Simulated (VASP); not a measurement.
# In4O (P4/mmm) in VASP: further runs, part 2 of 2

VASP 6.6.1.

## 3. Single point, PBE, collinear spin, ferromagnetic start

This run uses another cell than the first one, of 23.72 Å³/atom.

The input, INCAR:

```
SYSTEM = In4O
PREC = Accurate
ENCUT = 520
EDIFF = 1E-7
ISMEAR = 0
SIGMA = 0.1
LREAL = .False.
LASPH = .True.
NELM = 150
ALGO = Normal
ISIF = 2
LWAVE = .False.
LCHARG = .False.
ISPIN = 2
MAGMOM = 0 0 0 0 1
LORBIT = 11
GGA = PE
NBANDS = 41
```

The input, KPOINTS:

```
Automatic mesh
0
Gamma
  6 6 2
  0 0 0
```

The input, POSCAR:

```
In4O
1.0
    3.7012942400      0.0000000000      0.0000000000
    0.0000000000      3.7012942400      0.0000000000
    0.0000000000      0.0000000000      8.6568483700
In O
4 1
Direct
    0.0000000000      0.5000000000      0.7306509600
    0.5000000000      0.0000000000      0.7306509600
    0.0000000000      0.5000000000      0.2693490400
    0.5000000000      0.0000000000      0.2693490400
    0.0000000000      0.0000000000      0.0000000000
```

Potentials or basis: VASP PAW PBE potentials, release 64 (In_d, O).

Launch:

```bash
$ cat potpaw_PBE.64/In_d/POTCAR potpaw_PBE.64/O/POTCAR > POTCAR
$ mpirun -np 1 vasp_std > vasp.out
```

OUTCAR:

```text
SYSTEM = In4O
   PREC = Accurate
   ENCUT = 520
   EDIFF = 1E-7
   ISMEAR = 0
   LREAL = .False.
   LASPH = .True.
   NELM = 150
   ISIF = 2
   ISPIN = 2
   LORBIT = 11
   GGA = PE

 ion  position               nearest neighbor table
   1  0.000  0.500  0.731-   2 2.62   2 2.62   2 2.62   2 2.62   5 2.98   5 2.98   3 3.99
   2  0.500  0.000  0.731-   1 2.62   1 2.62   1 2.62   1 2.62   5 2.98   5 2.98   4 3.99
   3  0.000  0.500  0.269-   4 2.62   4 2.62   4 2.62   4 2.62   5 2.98   5 2.98   1 3.99
   4  0.500  0.000  0.269-   3 2.62   3 2.62   3 2.62   3 2.62   5 2.98   5 2.98   2 3.99
   5  0.000  0.000  0.000-   1 2.98   2 2.98   3 2.98   4 2.98   1 2.98   3 2.98   2 2.98   4 2.98

  LATTYP: Found a simple tetragonal cell.
 ALAT       =     3.7012942400
 C/A-ratio  =     2.3388706243

  Lattice vectors:

 A1 = (   3.7012942400,   0.0000000000,   0.0000000000)
 A2 = (   0.0000000000,   3.7012942400,   0.0000000000)
 A3 = (   0.0000000000,   0.0000000000,   8.6568483700)

Analysis of symmetry for initial positions (statically):
=====================================================================
 Subroutine PRICEL returns:
 Original cell was already a primitive cell.

 Routine SETGRP: Setting up the symmetry group for a
 simple tetragonal supercell.

 Subroutine GETGRP returns: Found 16 space group operations
 (whereof 16 operations were pure point group operations)
 out of a pool of 16 trial point group operations.

The static configuration has the point symmetry D_4h.

Analysis of symmetry for dynamics (positions and initial velocities):
=====================================================================
 Subroutine PRICEL returns:
 Original cell was already a primitive cell.

 Routine SETGRP: Setting up the symmetry group for a
 simple tetragonal supercell.

 Subroutine GETGRP returns: Found 16 space group operations
 (whereof 16 operations were pure point group operations)
 out of a pool of 16 trial point group operations.

The dynamic configuration has the point symmetry D_4h.

Analysis of structural, dynamic, and magnetic symmetry:
[... 167 lines left out ...]
 fundamental gap:      0.1104161000
 Fermi energy:         6.2533810367

 spin component 1

 k-point     1 :       0.0000    0.0000    0.0000
  band No.  band energies     occupation
      1     -10.0776      1.00000
      2     -10.0763      1.00000
      3      -9.9369      1.00000
      4      -9.6404      1.00000
      5      -9.5644      1.00000
      6      -9.4131      1.00000
[... 869 lines left out ...]
     40      15.7513      0.00000
     41      18.2469      0.00000
 Fermi energy:         6.2533810367

 spin component 2

 k-point     1 :       0.0000    0.0000    0.0000
  band No.  band energies     occupation
      1     -10.0776      1.00000
      2     -10.0763      1.00000
      3      -9.9369      1.00000
      4      -9.6404      1.00000
      5      -9.5644      1.00000
      6      -9.4131      1.00000
[... 869 lines left out ...]
     40      15.7513      0.00000
     41      18.2469      0.00000

------------------------ aborting loop because EDIFF is reached ----------------------------------------

  FORCE on cell =-STRESS in cart. coord.  units (eV):
  Direction    XX          YY          ZZ          XY          YZ          ZX
  --------------------------------------------------------------------------------------
  -------------------------------------------------------------------------------------
  Total       21.1315835     21.1315835     -9.6969882      0.0000000      0.0000000      0.0000000
  in kB      285.4799369    285.4799369   -131.0027509      0.0000000      0.0000000      0.0000000
  external PRESSURE =     146.6523743 kB  Pullay stress =       0.0000000 kB

 VOLUME and BASIS-vectors are now :
 -----------------------------------------------------------------------------
  energy-cutoff  :      520.00
  volume of cell :      118.60
      direct lattice vectors                 reciprocal lattice vectors
     3.701294240  0.000000000  0.000000000     0.270175764  0.000000000  0.000000000
     0.000000000  3.701294240  0.000000000     0.000000000  0.270175764  0.000000000
     0.000000000  0.000000000  8.656848370     0.000000000  0.000000000  0.115515481

 POSITION                                       TOTAL-FORCE (eV/Angst)
 -----------------------------------------------------------------------------------
      0.00000      1.85065      6.32513         0.000000     -0.000000      0.823580
      1.85065      0.00000      6.32513         0.000000      0.000000      0.823580
      0.00000      1.85065      2.33171        -0.000000      0.000000     -0.823580
      1.85065      0.00000      2.33171         0.000000      0.000000     -0.823580
      0.00000      0.00000      0.00000         0.000000      0.000000      0.000000
 -----------------------------------------------------------------------------------
    total drift:                                0.000000      0.000000      0.000000

  FREE ENERGIE OF THE ION-ELECTRON SYSTEM (eV)
  ---------------------------------------------------
  free  energy   TOTEN  =       -11.8218585494 eV

  energy  without entropy=      -11.8062655131  energy(sigma->0) =      -11.81406203

 total charge

# of ion       s       p       d       tot
------------------------------------------
    1        1.013   0.721   9.871  11.605
    2        1.013   0.721   9.871  11.605
    3        1.013   0.721   9.871  11.605
    4        1.013   0.721   9.871  11.605
    5        1.597   3.144   0.000   4.741
--------------------------------------------------
tot          5.647   6.030  39.485  51.162

 magnetization (x)

# of ion       s       p       d       tot
------------------------------------------
    1        0.000  -0.000  -0.000  -0.000
    2        0.000  -0.000  -0.000  -0.000
    3        0.000  -0.000  -0.000  -0.000
    4        0.000  -0.000  -0.000  -0.000
    5       -0.000  -0.000   0.000  -0.000
--------------------------------------------------
tot          0.000  -0.000  -0.000  -0.000
```

OSZICAR:

```text
N       E                     dE             d eps       ncg     rms          rms(c)
DAV:   1     0.618292866293E+03    0.61829E+03   -0.26971E+04  3280   0.192E+03
DAV:   2     0.735784989314E+02   -0.54471E+03   -0.52660E+03  3288   0.487E+02
DAV:   3    -0.927476397412E+01   -0.82853E+02   -0.79852E+02  3899   0.190E+02
[... 12 lines left out ...]
DAV:  16    -0.118218587985E+02    0.20483E-05   -0.19208E-05  3896   0.256E-02    0.100E-02
DAV:  17    -0.118218589102E+02   -0.11169E-06   -0.22109E-06  3790   0.639E-03    0.383E-03
DAV:  18    -0.118218587595E+02    0.15068E-06   -0.37710E-07  2841   0.233E-03    0.215E-03
DAV:  19    -0.118218585911E+02    0.16842E-06   -0.20448E-07  2590   0.199E-03    0.675E-04
DAV:  20    -0.118218585494E+02    0.41638E-07   -0.30954E-08  2051   0.113E-03
   1 F= -.11821859E+02 E0= -.11814062E+02  d E =-.155930E-01  mag=    -0.0000
```

It took 2 min on 1 thread of Intel Xeon 6975P-C (Granite Rapids), shared host; peak memory 0.32 GiB.

What came out:

| Item | Value |
| --- | --- |
| Free energy | -11.8219 eV |
| Pressure | 14.7 GPa |
| Largest force | 0.824 eV/Å |
| Band gap on the k mesh | zero (filled and empty bands overlap) |
| Net moment | 0.00 μB per cell |
| Valence electrons inside the program's atomic spheres | In 11.61; O 4.74 |

Forces on the atoms (eV/Å):
```
In   0.000  0.000  0.824
In   0.000  0.000  0.824
In   0.000  0.000 -0.824
In   0.000  0.000 -0.824
O    0.000  0.000  0.000
```

Stress tensor (GPa, compression positive):
```
 28.55   0.00   0.00
  0.00  28.55   0.00
  0.00   0.00 -13.10
```

Caveat: the k points lie up to 0.36 Å⁻¹ apart, too coarse for converged energies and pressures of a metal; spin-orbit coupling is left out, which moves the levels of the heavy elements.

The gap in the log of VASP goes by the Fermi energy; the results here count the filled bands.